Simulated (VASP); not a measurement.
# P (Pm-3n) in VASP: single point with PBE

Aim: the single point of P with PBE.

Program: VASP 6.6.1. These are calculated values, not measurements. Logs are shortened: lines on timing, memory, paths and dates and some standing lists are left out, and cuts for length are marked.

## Step 1: The cell of the first run

Symmetry: Pm-3n, No. 223, cubic system. Conventional cell: a = 4.880 Å, b = 4.880 Å, c = 4.880 Å, α = 90.00°, β = 90.00°, γ = 90.00°. P (site symmetry m-3) has 12 P at 2.73 Å within 3.6 Å. P (site symmetry -4m2) has 14 P at 2.44 to 2.99 Å within 3.2 Å.

## Step 2: Single point, PBE

INCAR

```
ALGO = Normal
EDIFF = 1E-6
ENCUT = 520
GGA = PE
ISIF = 2
ISMEAR = 0
LASPH = T
LCHARG = F
LREAL = F
LWAVE = F
NBANDS = 30
NELM = 60
PREC = Accurate
SIGMA = 0.1
```

KPOINTS

```
k-points
0
Gamma
  4 4 4
```

POSCAR

```
P
1.0
    4.8797774523      0.0000000000      0.0000000000
    0.0000000000      4.8797774523      0.0000000000
    0.0000000000      0.0000000000      4.8797774523
P
8
Direct
    0.5000000000      0.5000000000      0.5000000000
    0.0000000000      0.0000000000      0.0000000000
    0.2500000000      0.0000000000      0.5000000000
    0.5000000000      0.2500000000      0.0000000000
    0.5000000000      0.7500000000      0.0000000000
    0.7500000000      0.0000000000      0.5000000000
    0.0000000000      0.5000000000      0.7500000000
    0.0000000000      0.5000000000      0.2500000000
```

Potentials or basis: VASP PAW PBE potentials, release 64 (P).

Command:

```sh
> cat potpaw_PBE.64/P/POTCAR > POTCAR
> mpirun -np 1 vasp_std > vasp.out
```

OUTCAR:

```text
EDIFF = 1E-6
   ENCUT = 520
   GGA = PE
   ISIF = 2
   ISMEAR = 0
   LASPH = T
   LREAL = F
   NELM = 60
   PREC = Accurate

 ion  position               nearest neighbor table
   1  0.500  0.500  0.500-   3 2.73   4 2.73   5 2.73   6 2.73   7 2.73   8 2.73   4 2.73   5 2.73
                             3 2.73   6 2.73   7 2.73   8 2.73
   2  0.000  0.000  0.000-   3 2.73   4 2.73   5 2.73   6 2.73   7 2.73   8 2.73   3 2.73   6 2.73
                             7 2.73   8 2.73   4 2.73   5 2.73
   3  0.250  0.000  0.500-   6 2.44   6 2.44   1 2.73   2 2.73   1 2.73   2 2.73
   4  0.500  0.250  0.000-   5 2.44   5 2.44   1 2.73   1 2.73   2 2.73   2 2.73
   5  0.500  0.750  0.000-   4 2.44   4 2.44   1 2.73   1 2.73   2 2.73   2 2.73
   6  0.750  0.000  0.500-   3 2.44   3 2.44   1 2.73   2 2.73   1 2.73   2 2.73
   7  0.000  0.500  0.750-   8 2.44   8 2.44   1 2.73   2 2.73   2 2.73   1 2.73
   8  0.000  0.500  0.250-   7 2.44   7 2.44   1 2.73   2 2.73   2 2.73   1 2.73

  LATTYP: Found a simple cubic cell.
 ALAT       =     4.8797774523

  Lattice vectors:

 A1 = (   4.8797774523,   0.0000000000,   0.0000000000)
 A2 = (   0.0000000000,   4.8797774523,   0.0000000000)
 A3 = (   0.0000000000,   0.0000000000,   4.8797774523)

Analysis of symmetry for initial positions (statically):
=====================================================================
 Subroutine PRICEL returns:
 Original cell was already a primitive cell.

 Routine SETGRP: Setting up the symmetry group for a
 simple cubic supercell.

 Subroutine GETGRP returns: Found 48 space group operations
 (whereof 24 operations were pure point group operations)
 out of a pool of 48 trial point group operations.

The static configuration has the point symmetry T_h .
 The point group associated with its full space group is O_h .

Analysis of symmetry for dynamics (positions and initial velocities):
=====================================================================
 Subroutine PRICEL returns:
 Original cell was already a primitive cell.

 Routine SETGRP: Setting up the symmetry group for a
 simple cubic supercell.

 Subroutine GETGRP returns: Found 48 space group operations
 (whereof 24 operations were pure point group operations)
 out of a pool of 48 trial point group operations.

The dynamic configuration has the point symmetry T_h .
 The point group associated with its full space group is O_h .

 Subroutine INISYM returns: Found 48 space group operations
 (whereof 24 operations are pure point group operations),
 and found     1 'primitive' translations

----------------------------------------------------------------------------------------

                                     Primitive cell

  volume of cell :     116.1984

  direct lattice vectors                    reciprocal lattice vectors
     4.879777452  0.000000000  0.000000000     0.204927378  0.000000000  0.000000000
     0.000000000  4.879777452  0.000000000     0.000000000  0.204927378  0.000000000
     0.000000000  0.000000000  4.879777452     0.000000000  0.000000000  0.204927378

  length of vectors
     4.879777452  4.879777452  4.879777452     0.204927378  0.204927378  0.204927378

  position of ions in fractional coordinates (direct lattice)
     0.500000000  0.500000000  0.500000000
     0.000000000  0.000000000  0.000000000
     0.250000000  0.000000000  0.500000000
     0.500000000  0.250000000  0.000000000
     0.500000000  0.750000000  0.000000000
     0.750000000  0.000000000  0.500000000
     0.000000000  0.500000000  0.750000000
     0.000000000  0.500000000  0.250000000

  ion indices of the primitive-cell ions
   primitive index   ion index
                 1           1
                 2           2
                 3           3
                 4           4
                 5           5
                 6           6
                 7           7
                 8           8

----------------------------------------------------------------------------------------

 KPOINTS: k-points

Automatic generation of k-mesh.
 Grid dimensions read from file:
 generate k-points for:    4    4    4

 Generating k-lattice:

  Cartesian coordinates                     Fractional coordinates (reciprocal lattice)
     0.051231845  0.000000000  0.000000000     0.250000000  0.000000000  0.000000000
     0.000000000  0.051231845  0.000000000     0.000000000  0.250000000  0.000000000
     0.000000000  0.000000000  0.051231845     0.000000000  0.000000000  0.250000000

  Length of vectors
     0.051231845  0.051231845  0.051231845

  Shift w.r.t. Gamma in fractional coordinates (k-lattice)
     0.000000000  0.000000000  0.000000000

 Subroutine IBZKPT returns following result:
 ===========================================

 Found     10 irreducible k-points:

 Following reciprocal coordinates:
            Coordinates               Weight
  0.000000  0.000000  0.000000      1.000000
  0.250000  0.000000  0.000000      6.000000
  0.500000  0.000000  0.000000      3.000000
  0.250000  0.250000  0.000000     12.000000
  0.500000  0.250000  0.000000     12.000000
  0.500000  0.500000  0.000000      3.000000
  0.250000  0.250000  0.250000      8.000000
  0.500000  0.250000  0.250000     12.000000
  0.500000  0.500000  0.250000      6.000000
  0.500000  0.500000  0.500000      1.000000
   k-points           NKPTS =     10   k-points in BZ     NKDIM =     10   number of bands    NBANDS=     30
   number of dos      NEDOS =    301   number of ions     NIONS =      8
   total plane-waves  NPLWV =  46656
   dimension x,y,z NGX =    36 NGY =   36 NGZ =   36
   dimension x,y,z NGXF=    72 NGYF=   72 NGZF=   72
   ions per type =               8
   NGX,Y,Z   is equivalent  to a cutoff of  12.26, 12.26, 12.26 a.u.
   NGXF,Y,Z  is equivalent  to a cutoff of  24.53, 24.53, 24.53 a.u.
 SYSTEM =  unknown system
   PREC   = accura    normal or accurate (medium, high low for compatibility)
   ISTART =      0    job   : 0-new  1-cont  2-samecut
   ICHARG =      2    charge: 1-file 2-atom 10-const
   ISPIN  =      1    spin polarized calculation?
   LNONCOLLINEAR =      F non collinear calculations
   LSORBIT =      F    spin-orbit coupling
   LASPH  =      T    aspherical Exc in radial PAW
   ENCUT  =  520.0 eV  38.22 Ry    6.18 a.u.   9.07  9.07  9.07*2*pi/ulx,y,z
   NELM   =     60;   NELMIN=  2; NELMDL= -5     # of ELM steps
   EDIFF  = 0.1E-05   stopping-criterion for ELM
   LREAL  =      F    real-space projection
   EDIFFG = 0.1E-04   stopping-criterion for IOM
   NSW    =      0    number of steps for IOM
   IBRION =     -1    ionic relax: 0-MD 1-quasi-New 2-CG
   NFREE  =      0    steps in history (QN), initial steepest desc. (CG)
   ISIF   =      2    stress and relaxation
   ISYM   =      2    0-nonsym 1-usesym 2-fastsym
   POTIM  = 0.5000    time-step for ionic-motion
   TEBEG  =    0.0;   TEEND  =   0.0 temperature during run
   PSTRESS=    0.0 pullay stress
   NELECT =      40.0000    total number of electrons
   NUPDOWN=      -1.0000    fix difference up-down
   EMIN   =  10.00;   EMAX   =-10.00  energy-range for DOS
   EFERMI =   0.00;   METHOD = LEGACY
   ISMEAR =     0;   SIGMA  =   0.10  broadening in eV -4-tet -1-fermi 0-gaus
   EFERMI_NEDOS =   21; number of points for ismear=-14 and -15
   IALGO  =     38    algorithm
   IMIX   =      4    mixing-type and parameters
     AMIX     =   0.40;   BMIX     =  1.00
     AMIX_MAG =   1.60;   BMIX_MAG =  1.00
  volume/ion in A,a.u.               =      14.52        98.02
  Fermi-wavevector in a.u.,A,eV,Ry     =   1.147347  2.168172 17.910782  1.316405
  Thomas-Fermi vector in A             =   2.284027
   LORBIT       =      0    0 simple, 1 ext, 2 COOP (PROOUT), +10 PAW based schemes
   GGA     = PE    functional components
   LHFCALC =     F    Hartree Fock is set to
   AEXX    =    0.0000 exact exchange contribution
   IVDW    =     0    specifies the selected vdW correction
   LEPSILON=     F    determine dielectric tensor
   LRPA    =     F    only Hartree local field effects (RPA)
 non-spin polarized calculation
 Gauss-broadening in eV      SIGMA  =   0.10
  energy-cutoff  :      520.00
  volume of cell :      116.20
 maximum number of plane-waves:      3178
   NGX = 19   NGY = 19   NGZ = 19

 number of electron      39.9999986 magnetization

 Free energy of the ion-electron system (eV)
  ---------------------------------------------------
  ext. energy  EPLUGINS =         0.00000000
  ---------------------------------------------------
  free energy    TOTEN  =       -35.85151843 eV

  energy without entropy =      -35.80797073  energy(sigma->0) =      -35.82974458

 E-fermi :   9.7451     XC(G=0): -11.4827

 val. band max:        9.7267455624   @ k =   0.2500   0.2500   0.0000
 cond. band min:       9.7501484765   @ k =   0.5000   0.2500   0.2500
 fundamental gap:      0.0234029141
 Fermi energy:         9.7450845998

 k-point     1 :       0.0000    0.0000    0.0000
  band No.  band energies     occupation
      1      -6.6052      2.00000
      2      -1.8418      2.00000
      3      -1.8418      2.00000
      4      -1.6214      2.00000
      5       0.1629      2.00000
      6       0.1629      2.00000
[... 22 lines left out ...]
     29      14.1355      0.00000
     30      15.6792      0.00000

 k-point     2 :       0.2500    0.0000    0.0000
  band No.  band energies     occupation
      1      -6.2406      2.00000
      2      -3.4203      2.00000
      3      -1.5117      2.00000
      4      -1.3707      2.00000
      5       0.4631      2.00000
      6       0.4631      2.00000
[... 22 lines left out ...]
     29      14.2232      0.00000
     30      14.9344      0.00000

 k-point     3 :       0.5000    0.0000    0.0000
  band No.  band energies     occupation
      1      -5.1582      2.00000
      2      -5.1582      2.00000
      3      -0.7862      2.00000
      4      -0.7862      2.00000
      5       0.1247      2.00000
      6       0.1247      2.00000
[... 220 lines left out ...]
     29      12.7890      0.00000
     30      13.0566      0.00000

 k-point    10 :       0.5000    0.5000    0.5000
  band No.  band energies     occupation
      1      -2.3252      2.00000
      2      -2.3252      2.00000
      3      -2.3252      2.00000
      4      -2.3252      2.00000
      5      -2.3252      2.00000
      6      -2.3252      2.00000
[... 22 lines left out ...]
     29      10.3715      0.00000
     30      10.3715      0.00000

------------------------ aborting loop because EDIFF is reached ----------------------------------------

  FORCE on cell =-STRESS in cart. coord.  units (eV):
  Direction    XX          YY          ZZ          XY          YZ          ZX
  --------------------------------------------------------------------------------------
  -------------------------------------------------------------------------------------
  Total       -0.2613893     -0.2613893     -0.2613893     -0.0000000     -0.0000000      0.0000000
  in kB       -3.6041119     -3.6041119     -3.6041119     -0.0000000     -0.0000000      0.0000000
  external PRESSURE =      -3.6041119 kB  Pullay stress =       0.0000000 kB

 VOLUME and BASIS-vectors are now :
 -----------------------------------------------------------------------------
  energy-cutoff  :      520.00
  volume of cell :      116.20
      direct lattice vectors                 reciprocal lattice vectors
     4.879777452  0.000000000  0.000000000     0.204927378  0.000000000  0.000000000
     0.000000000  4.879777452  0.000000000     0.000000000  0.204927378  0.000000000
     0.000000000  0.000000000  4.879777452     0.000000000  0.000000000  0.204927378

 POSITION                                       TOTAL-FORCE (eV/Angst)
 -----------------------------------------------------------------------------------
      2.43989      2.43989      2.43989         0.000000      0.000000     -0.000000
      0.00000      0.00000      0.00000         0.000000      0.000000     -0.000000
      1.21994      0.00000      2.43989        -0.000000     -0.000000      0.000000
      2.43989      1.21994      0.00000        -0.000000     -0.000000     -0.000000
      2.43989      3.65983      0.00000        -0.000000      0.000000      0.000000
      3.65983      0.00000      2.43989         0.000000     -0.000000     -0.000000
      0.00000      2.43989      3.65983        -0.000000      0.000000      0.000000
      0.00000      2.43989      1.21994         0.000000     -0.000000     -0.000000
 -----------------------------------------------------------------------------------
    total drift:                               -0.000000      0.000000     -0.000000

  FREE ENERGIE OF THE ION-ELECTRON SYSTEM (eV)
  ---------------------------------------------------
  free  energy   TOTEN  =       -35.8515184306 eV

  energy  without entropy=      -35.8079707282  energy(sigma->0) =      -35.82974458
```

Wall time 46 s (1 thread of Intel Xeon 8259CL, shared host); peak memory 0.17 GiB.

What came out:

```yaml
Free_energy: -35.8515 eV
Pressure: -0.4 GPa
Band_gap_on_the_k_mesh: zero (bands 20 and 21 overlap by 0.32 eV)
```

The gap in the log of VASP goes by the Fermi energy; the results here count the filled bands.